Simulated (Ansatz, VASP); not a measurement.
Ti5WC6 in VASP and in Ansatz

```
Ti W C
1.0
     3.06906    0.00000    0.00000
     0.00000    3.06906    0.00000
     0.00000    0.00000   12.98843
Ti W C
5 1 6
Direct
  0.00000 0.00000 0.83040
  0.50000 0.50000 0.66563
  0.00000 0.00000 0.50000
  0.50000 0.50000 0.33437
  0.00000 0.00000 0.16960
  0.50000 0.50000 0.00000
  0.00000 0.00000 0.66680
  0.50000 0.50000 0.50000
  0.00000 0.00000 0.33320
  0.50000 0.50000 0.16591
  0.00000 0.00000 0.00000
  0.50000 0.50000 0.83409
```

Alike in both runs: functional PBE; k mesh 12 × 12 × 4; occupations gaussian, width 0.1 eV; no spin polarisation.

Ansatz relaxed the structure, and its values are those at the end. VASP's run is a single point on that final structure, the one shown.

|  | VASP | Ansatz |
| --- | --- | --- |
| version | VASP 6.6.1 | Ansatz 0.2.0 |
| potentials or method | VASP PAW PBE potentials, release 64 (Ti_sv, W_sv, C), cutoff 520 eV | scalar-relativistic, plane waves, PAW |
| valence electrons in the cell | 98 | 98 |

|  | VASP | Ansatz | Ansatz less VASP |
| --- | --- | --- | --- |
| gap on the k mesh at the Fermi level (eV) | none | none | - |
| pressure (GPa) | 0.3 | 0.0 | -0.33 |
| rms of the force components (eV/Å) | 0.004 | 0.000 | -0.0036 |

A gap of «none» marks a metal or a gap that the smearing closes.

Spin-orbit coupling is off throughout.
